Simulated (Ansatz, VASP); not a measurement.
## NiMoIrPdW in VASP and in Ansatz

File INCAR:

```
PREC = Accurate ; ENCUT = 520
EDIFF = 1E-7 ; ISMEAR = -1
SIGMA = 0.05 ; LREAL = False
LASPH = True ; NELM = 150
ALGO = Fast ; ISIF = 2
LWAVE = False ; LCHARG = False
ISPIN = 2 ; MAGMOM = 1 1 0 0.6 0
LORBIT = 11 ; LMAXMIX = 4
GGA = PE ; NBANDS = 40
```

The input KPOINTS:

```
regular mesh
0
Gamma
  8 8 2
```

POSCAR

```
NiMoIrPdW
1.0
    2.3905842235     -1.4594534018      0.0092376922
    2.3905842235      1.4594534018      0.0092376922
   -2.2492658863      0.0000000000     11.1379853728
Ni Mo Pd Ir W
1 1 1 1 1
Direct
    0.4983800000      0.4983800000      0.2952500000
    0.3177300000      0.3177300000      0.9120700000
    0.2473300000      0.2473300000      0.4906100000
    0.7498200000      0.7498200000      0.1080200000
    0.6867300000      0.6867300000      0.6940600000
```

input.yaml

```yaml
crystal:
  lattice:
    - [2.3905842235, -1.4594534018, 0.0092376922]
    - [2.3905842235, 1.4594534018, 0.0092376922]
    - [-2.2492658863, 0.0, 11.1379853728]
  atoms:
    - { symbol: Ni, position: [0.49838, 0.49838, 0.29525], spin: 1.0 }
    - { symbol: Mo, position: [0.31773, 0.31773, 0.91207], spin: 1.0 }
    - { symbol: Pd, position: [0.24733, 0.24733, 0.49061] }
    - { symbol: Ir, position: [0.74982, 0.74982, 0.10802], spin: 0.6 }
    - { symbol: W, position: [0.68673, 0.68673, 0.69406] }
kpoints:
  mp_grid: { grid: [8, 8, 2] }
scf:
  occupations: { method: fermi_dirac, width: 0.05 }
hamiltonian:
  xc: pbe
  pseudopotentials: { kind: all_electron, lapw: { basis_error: 0.003 } }
magnetization:
  spin_polarized: true
output:
  forces: true
  stress: true
  eigenvalues: true
```

Change from the starting cell: volume scaled by 1.06.

Alike in both runs: task single point; functional PBE; k mesh 8 × 8 × 2; occupations fermi-dirac, width 0.05 eV; collinear spin.

|  | VASP | Ansatz |
| --- | --- | --- |
| version | VASP 6.6.1 | Ansatz 0.2.0 |
| potentials or method | VASP PAW PBE potentials, release 64 (Ni, Mo_sv, Pd, Ir, W_sv), cutoff 520 eV | all-electron LAPW, scalar-relativistic |

```tsv
	VASP	Ansatz	Ansatz less VASP
gap on the k mesh at the Fermi level (eV)	none	none	-
pressure (GPa)	-12.8	-13.0	-0.24
traceless stress, the component that is largest in VASP (GPa)	-0.37	-0.42	-0.050
rms of the force components (eV/Å)	0.107	0.110	+0.0033
net moment per atom (μB)	0.00	0.00	0.000
```

Atom by atom the forces differ by 0.004 eV/Å (rms over components). A gap of «none» marks a metal or a gap that the smearing closes. Ansatz ran all-electron here, and VASP with PAW potentials.

Neither program's run includes spin-orbit coupling. Noted on Ansatz's run: the k mesh is thin for a metal, which can move the energy by tens of meV per atom.
